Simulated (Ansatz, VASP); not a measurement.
**Two plane-wave programs on Y2TaN3**

```
Y Ta N
1.0
     3.49996    0.00000    0.00000
    -1.74998    3.03105    0.00000
     0.00000    0.00000    8.35911
Y Ta N
2 1 3
Direct
  0.33333 0.66667 0.67558
  0.66667 0.33333 0.32442
  0.00000 0.00000 0.00000
  0.00000 0.00000 0.50000
  0.33333 0.66667 0.17808
  0.66667 0.33333 0.82191
```

Change from the starting cell: species swapped into the Zr3HC2 type (P-3m1, No. 164).

Alike in both runs: task single point; functional PBE; k mesh 6 × 6 × 2; occupations gaussian, width 0.1 eV; no spin polarisation.

|  | VASP | Ansatz |
| --- | --- | --- |
| version | VASP 6.6.1 | Ansatz 0.2.0 |
| potentials or method | VASP PAW PBE potentials, release 64 (Y_sv, Ta_pv, N), cutoff 520 eV | scalar-relativistic, plane waves, PAW |
| valence electrons in the cell | 48 | 50 |

VASP gave:

* gap on the k mesh at the Fermi level (eV): none
* pressure (GPa): -18.1
* traceless stress, the component that is largest in VASP (GPa): 3.55
* rms of the force components (eV/Å): 1.078

Q: Which values does Ansatz return?

A: gap on the k mesh at the Fermi level (eV): none; pressure (GPa): -18.0; traceless stress, the component that is largest in VASP (GPa): 3.57; rms of the force components (eV/Å): 1.083.

Atom by atom the forces differ by 0.005 eV/Å (rms over components). A gap of «none» marks a metal or a gap that the smearing closes. With one functional, cell and mesh, what is left measures potentials, basis and numerics. VASP's potentials hold 48 valence electrons a cell and Ansatz's 50, so a difference there can come from the potentials and not from the codes.

The k mesh is coarse, so the values compare programs but aren't converged. Neither program's run includes spin-orbit coupling.
